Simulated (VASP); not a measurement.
Here is a VASP 6.6.1 calculation.

INCAR

```
SYSTEM = Cu3GeS4
ALGO = Normal
EDIFF = 1E-6
ENCUT = 520
GGA = PE
ISIF = 2
ISMEAR = -1
LASPH = .TRUE.
LCHARG = .TRUE.
LELF = .TRUE.
LREAL = .FALSE.
LVHAR = .TRUE.
LWAVE = .FALSE.
NBANDS = 46
NELM = 80
PREC = Accurate
SIGMA = 0.1
```

The input KPOINTS:

```
k-points
0
G
  4 4 4
  0 0 0
```

POSCAR

```
Cu3GeS4
1.0
    5.3752620000      0.0000000000      0.0000000000
    0.0000000000      5.3752620000      0.0000000000
    0.0000000000      0.0000000000      5.3752620000
Ge Cu S
1 3 4
Direct
    0.0000000000      0.0000000000      0.0000000000
    0.5000000000      0.0000000000      0.0000000000
    0.0000000000      0.5000000000      0.0000000000
    0.0000000000      0.0000000000      0.5000000000
    0.2350000000      0.2350000000      0.2350000000
    0.2350000000      0.7650000000      0.7650000000
    0.7650000000      0.7650000000      0.2350000000
    0.7650000000      0.2350000000      0.7650000000
```

Potentials or basis: VASP PAW PBE potentials, release 64 (Ge_d, Cu, S).

Run with:

```sh
$ cat potpaw_PBE.64/Ge_d/POTCAR potpaw_PBE.64/Cu/POTCAR potpaw_PBE.64/S/POTCAR > POTCAR
$ mpirun -np 1 vasp_std > vasp.out
```

Q: Predict the pressure.

A: 9.1 GPa.

Q: Estimate the largest force.

A: 1.374 eV/Å.

Forces in eV/Å, atoms in the order of the input:
```
Ge   0.000  0.000  0.000
Cu   0.000  0.000  0.000
Cu   0.000  0.000  0.000
Cu   0.000  0.000  0.000
S    0.793  0.793  0.793
S    0.793 -0.793 -0.793
S   -0.793 -0.793  0.793
S   -0.793  0.793 -0.793
```

Caveat: forces of over 1 eV/Å act on the atoms, so gaps and moduli don't describe the material at rest.
